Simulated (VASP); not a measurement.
# CrIrO4 (Cmmm) in VASP: single point with LDA+U

Aim: the single point of CrIrO4 with LDA+U.

Program: VASP 6.6.1. These are calculated values, not measurements. Logs are shortened: lines on timing, memory, paths and dates and some standing lists are left out, and cuts for length are marked.

### 1 The cell of the first run

It takes space group Cmmm (No. 65, orthorhombic). The conventional cell has a = 6.303 Å, b = 6.336 Å, c = 3.065 Å, α = 90.00°, β = 90.00°, γ = 90.00°. Cr (site symmetry mmm) has 6 O at 1.91 to 1.95 Å within 2.5 Å. Within 2.6 Å of Ir (site symmetry mmm) lie 6 O at 1.95 to 1.98 Å. O (site symmetry 2mm) has 2 Cr at 1.95 Å and 1 Ir at 1.95 Å and 1 O at 2.40 Å within 2.6 Å. O (site symmetry m2m) has 1 Cr at 1.91 Å and 2 Ir at 1.98 Å within 2.5 Å.

### 2 Single point, LDA+U, collinear spin, ferromagnetic start

Contents of INCAR:

```
PREC = Accurate
ENCUT = 520
EDIFF = 1E-6
ISMEAR = 0
SIGMA = 0.05
LREAL = F
LASPH = T
NELM = 150
ALGO = Normal
ISIF = 2
LWAVE = F
LCHARG = F
ISPIN = 2
MAGMOM = 3 4 0 0 0 0
LORBIT = 11
LMAXMIX = 4
LDAU = T
LDAUTYPE = 1
LDAUL = 2 2 -1
LDAUU = 6 6 0
LDAUJ = 0.5 0.5 0
LDAUPRINT = 1
NBANDS = 36
```

Contents of KPOINTS:

```
Automatic mesh
0
Gamma
  4 4 6
```

Contents of POSCAR:

```
CrIrO4
1.0
    3.1512759500     -3.1679963600      0.0000000000
    3.1512759500      3.1679963600      0.0000000000
    0.0000000000      0.0000000000      3.0650749000
Cr Ir O
1 1 4
Direct
    0.0000000000      0.0000000000      0.5000000000
    0.5000000000      0.5000000000      0.0000000000
    0.8092463800      0.8092463800      0.0000000000
    0.6982636500      0.3017363500      0.5000000000
    0.1907536200      0.1907536200      0.0000000000
    0.3017363500      0.6982636500      0.5000000000
```

Potentials or basis: VASP PAW LDA potentials, release 64 (Cr_pv, Ir, O).

On the command line:

```console
$ cat potpaw_LDA.64/Cr_pv/POTCAR potpaw_LDA.64/Ir/POTCAR potpaw_LDA.64/O/POTCAR > POTCAR
$ mpirun -np 1 vasp_std > vasp.out
```

OUTCAR:

```text
PREC = Accurate
   ENCUT = 520
   EDIFF = 1E-6
   ISMEAR = 0
   LREAL = F
   LASPH = T
   NELM = 150
   ISIF = 2
   ISPIN = 2
   LORBIT = 11

 ion  position               nearest neighbor table
   1  0.000  0.000  0.500-   4 1.91   6 1.91   5 1.95   3 1.95   3 1.95   5 1.95
   2  0.500  0.500  0.000-   3 1.95   5 1.95   4 1.98   6 1.98   4 1.98   6 1.98
   3  0.809  0.809  0.000-   1 1.95   1 1.95   2 1.95
   4  0.698  0.302  0.500-   1 1.91   2 1.98   2 1.98
   5  0.191  0.191  0.000-   1 1.95   1 1.95   2 1.95
   6  0.302  0.698  0.500-   1 1.91   2 1.98   2 1.98

  LATTYP: Found a base centered orthorhombic cell.
 ALAT       =     6.3025519000
 B/A-ratio  =     1.0053059174
 C/A-ratio  =     0.4863228338

  Lattice vectors:

 A1 = (   3.1512759500,  -3.1679963600,   0.0000000000)
 A2 = (   3.1512759500,   3.1679963600,   0.0000000000)
 A3 = (   0.0000000000,   0.0000000000,   3.0650749000)

Analysis of symmetry for initial positions (statically):
=====================================================================
 Subroutine PRICEL returns:
 Original cell was already a primitive cell.

 Routine SETGRP: Setting up the symmetry group for a
 base centered orthorhombic supercell.

 Subroutine GETGRP returns: Found  8 space group operations
 (whereof  8 operations were pure point group operations)
 out of a pool of  8 trial point group operations.

The static configuration has the point symmetry D_2h.

Analysis of symmetry for dynamics (positions and initial velocities):
=====================================================================
 Subroutine PRICEL returns:
 Original cell was already a primitive cell.

 Routine SETGRP: Setting up the symmetry group for a
 base centered orthorhombic supercell.

 Subroutine GETGRP returns: Found  8 space group operations
 (whereof  8 operations were pure point group operations)
 out of a pool of  8 trial point group operations.

The dynamic configuration has the point symmetry D_2h.

Analysis of structural, dynamic, and magnetic symmetry:
=====================================================================
 Subroutine PRICEL returns:
 Original cell was already a primitive cell.

 Routine SETGRP: Setting up the symmetry group for a
 base centered orthorhombic supercell.

[... 217 lines left out ...]
  o =  1.0171  v =  0.0000 -0.0000 -0.8222  0.0000 -0.5693  0.0000  0.0000  0.0000  0.0000  0.0000      0.0000  0.0000  0.0000  0.0000  0.0000  0.0000  0.0000  0.0000  0.0000  0.0000
  o =  1.0298  v =  0.0000  0.0000  0.0000  0.0000  0.0000  0.0000  0.0000 -0.7791  0.0000 -0.6269      0.0000  0.0000  0.0000  0.0000  0.0000  0.0000  0.0000  0.0000  0.0000  0.0000
  o =  1.0337  v =  0.0000  0.0000  0.0000  0.0000  0.0000  0.0000  0.0000  0.0000  1.0000  0.0000      0.0000  0.0000  0.0000  0.0000  0.0000  0.0000  0.0000  0.0000  0.0000  0.0000

 number of electron      45.0000011 magnetization       3.0772199

 Free energy of the ion-electron system (eV)
  ---------------------------------------------------
  ext. energy  EPLUGINS =         0.00000000
  ---------------------------------------------------
  free energy    TOTEN  =       -43.25287647 eV

  energy without entropy =      -43.25072052  energy(sigma->0) =      -43.25179850

 E-fermi :   4.7600     XC(G=0): -12.4098

 val. band max:        4.7526429401   @ k =   0.5000   0.2500   0.0000
 cond. band min:       4.8085861706   @ k =   0.5000   0.2500   0.1667
 fundamental gap:      0.0559432305
 Fermi energy:         4.7599520852

 spin component 1

 k-point     1 :       0.0000    0.0000    0.0000
  band No.  band energies     occupation
      1     -39.2393      1.00000
      2     -39.1931      1.00000
      3     -39.1011      1.00000
      4     -14.6073      1.00000
      5     -13.0635      1.00000
      6     -12.4313      1.00000
[... 1769 lines left out ...]
     33      16.8510      0.00000
     34      18.2838      0.00000

 [... further k-points ...]

 [bands above 34 left out]

------------------------ aborting loop because EDIFF is reached ----------------------------------------

  FORCE on cell =-STRESS in cart. coord.  units (eV):
  Direction    XX          YY          ZZ          XY          YZ          ZX
  --------------------------------------------------------------------------------------
  -------------------------------------------------------------------------------------
  Total       -3.2167045     -1.8753009     -2.0917400      0.0000000      0.0000000      0.0000000
  in kB      -84.2130811    -49.0952353    -54.7615938      0.0000000      0.0000000      0.0000000
  external PRESSURE =     -62.6899701 kB  Pullay stress =       0.0000000 kB

 VOLUME and BASIS-vectors are now :
 -----------------------------------------------------------------------------
  energy-cutoff  :      520.00
  volume of cell :       61.20
      direct lattice vectors                 reciprocal lattice vectors
     3.151275950 -3.167996360  0.000000000     0.158665889 -0.157828464  0.000000000
     3.151275950  3.167996360  0.000000000     0.158665889  0.157828464  0.000000000
     0.000000000  0.000000000  3.065074900     0.000000000  0.000000000  0.326256301

 POSITION                                       TOTAL-FORCE (eV/Angst)
 -----------------------------------------------------------------------------------
      0.00000      0.00000      1.53254        -0.000000     -0.000000      0.000000
      3.15128      0.00000      0.00000        -0.000000     -0.000000      0.000000
      5.10032      0.00000      0.00000        -1.075598     -0.000000      0.000000
      3.15128     -1.25620      1.53254        -0.000000      0.789050      0.000000
      1.20223      0.00000      0.00000         1.075598     -0.000000     -0.000000
      3.15128      1.25620      1.53254        -0.000000     -0.789050      0.000000
 -----------------------------------------------------------------------------------
    total drift:                                0.000000      0.000000      0.000000

  FREE ENERGIE OF THE ION-ELECTRON SYSTEM (eV)
  ---------------------------------------------------
  free  energy   TOTEN  =       -43.2528764728 eV

  energy  without entropy=      -43.2507205236  energy(sigma->0) =      -43.25179850

 total charge

# of ion       s       p       d       tot
------------------------------------------
    1        0.340   6.427   3.967  10.734
    2        0.646   0.901   7.268   8.815
    3        1.550   3.459   0.000   5.009
    4        1.550   3.440   0.000   4.990
    5        1.550   3.459   0.000   5.009
    6        1.550   3.440   0.000   4.990
--------------------------------------------------
tot          7.185  21.127  11.236  39.547

 magnetization (x)

# of ion       s       p       d       tot
------------------------------------------
    1        0.022   0.023   2.582   2.626
    2        0.008   0.009   0.579   0.596
    3       -0.003   0.004   0.000   0.001
    4       -0.003  -0.082   0.000  -0.085
    5       -0.003   0.004   0.000   0.001
    6       -0.003  -0.082   0.000  -0.085
--------------------------------------------------
tot          0.019  -0.125   3.161   3.055
```

stdout:

```text
POSCAR found type information on POSCAR CrIrO
 POSCAR found :  3 types and       6 ions
 scaLAPACK will be used
 LDA part: xc-table for (Slater(with rela. corr.)+CA(PZ))
 , standard interpolation
 POSCAR, INCAR and KPOINTS ok, starting setup
 FFT: planning ... GRIDC
 FFT: planning ... GRID_SOFT
 FFT: planning ... GRID
 WAVECAR not read
 entering main loop
```

Wall time 3.9 min (1 thread of Intel Xeon Platinum 8488C (Sapphire Rapids), shared host); peak memory 0.23 GiB.

Results:

```yaml
Free_energy: -43.2529 eV
Pressure: -6.3 GPa
Largest_force: 1.076 eV/Å
Net_moment: 3.08 μB per cell
Site_moments: Cr +2.63; Ir +0.60; O +0.00, -0.09 μB
Valence_electrons_inside_the_program's_atomic_spheres: Cr 10.73; Ir 8.81; O 5.01, 4.99
```

Forces on the atoms (eV/Å):
```
Cr   0.000  0.000  0.000
Ir   0.000  0.000  0.000
O   -1.076  0.000  0.000
O    0.000  0.789  0.000
O    1.076  0.000  0.000
O    0.000 -0.789  0.000
```

Stress tensor (GPa, compression positive):
```
-8.42  0.00  0.00
 0.00 -4.91  0.00
 0.00  0.00 -5.48
```

Levels at points of the mesh, in eV from the Fermi level:
Spin up:
```tsv
k point	band 21	band 22	band 23	band 24	band 25	band 26	band 27	band 28
(0.00, 0.00, 0.00)	-1.69	-1.15	-1.12	-0.59	0.53	1.92	3.34	4.64
(0.50, 0.00, 0.00)	-1.53	-1.47	-0.77	-0.70	-0.23	3.34	4.01	4.24
(0.50, 0.50, 0.00)	-2.28	-1.98	-1.84	0.30	0.46	3.24	3.34	3.70
(0.00, 0.00, 0.50)	-2.51	-0.76	-0.52	-0.25	0.82	3.33	3.36	3.50
(0.50, 0.00, 0.50)	-2.21	-1.76	-1.67	0.12	0.77	2.44	2.49	3.34
(0.50, 0.50, 0.50)	-1.60	-0.84	-0.67	-0.61	-0.27	3.34	3.50	3.74
```
Spin down:
```csv
k point,band 17,band 18,band 19,band 20,band 21,band 22,band 23,band 24,band 25,band 26
"(0.00, 0.00, 0.00)",-2.47,-1.70,-1.20,-1.11,-0.63,1.33,2.52,3.44,3.85,5.03
"(0.50, 0.00, 0.00)",-2.94,-2.24,-1.48,-1.38,-1.00,1.81,3.98,4.58,4.65,4.87
"(0.50, 0.50, 0.00)",-2.41,-2.26,-2.19,-1.98,-1.82,2.31,2.59,3.45,4.71,4.71
"(0.00, 0.00, 0.50)",-2.95,-2.71,-2.50,-1.94,0.38,1.49,3.76,3.99,4.20,4.29
"(0.50, 0.00, 0.50)",-3.17,-2.71,-1.89,-1.58,-0.71,0.55,3.17,3.61,4.13,4.71
"(0.50, 0.50, 0.50)",-2.38,-2.04,-1.70,-1.39,-0.70,0.90,3.87,3.95,4.39,4.63
```

Eigenvalues of the final occupation matrices:
```csv
site,spin,trace,eigenvalues
site 1 d,1,3.29,0.33 0.35 0.71 0.95 0.95
site 1 d,2,0.71,0.04 0.06 0.08 0.26 0.27
site 2 d,1,3.97,0.50 0.57 0.87 1.01 1.02
site 2 d,2,3.39,0.30 0.48 0.55 1.03 1.03
```

Caveat: spin-orbit coupling is left out, which moves the levels of the heavy elements; a cell with one magnetic atom can't hold antiferromagnetic order, which such compounds often take; forces of over 1 eV/Å act on the atoms, so gaps and moduli don't describe the material at rest. The state reached can hang on the start; a lower one may exist.
